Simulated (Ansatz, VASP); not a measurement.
**One calculation of Si3Bi, two programs**

```xyz
4
Lattice="0.0000 3.3775 3.3775 3.3775 0.0000 3.3775 3.3775 3.3775 0.0000" Properties=species:S:1:pos:R:3 pbc="T T T"
Si    1.6887    1.6887    1.6887
Si    5.0662    5.0662    5.0662
Si    3.3775    3.3775    3.3775
Bi    0.0000    0.0000    0.0000
```

Change from the starting cell: species swapped into the Ti3Os type (Fm-3m, No. 225).

Alike in both runs: functional PBE; k mesh 4 × 4 × 4; occupations gaussian, width 0.1 eV; no spin polarisation.

Ansatz relaxed the structure, and its values are those at the end. VASP's run is a single point on that final structure, the one shown.

```csv
,VASP,Ansatz
version,VASP 6.6.1,Ansatz 0.2.0
potentials or method,"VASP PAW PBE potentials, release 64 (Si, Bi_d), cutoff 520 eV","scalar-relativistic, plane waves, PAW"
valence electrons in the cell,27,27
```

|  | VASP | Ansatz | Ansatz less VASP |
| --- | --- | --- | --- |
| gap on the k mesh at the Fermi level (eV) | none | none | - |
| pressure (GPa) | -0.4 | -0.3 | +0.02 |

A gap of «none» marks a metal or a gap that the smearing closes. With one functional, cell and mesh, what is left measures potentials, basis and numerics.

The k mesh is coarse, so the values compare programs but aren't converged. Neither program's run includes spin-orbit coupling.
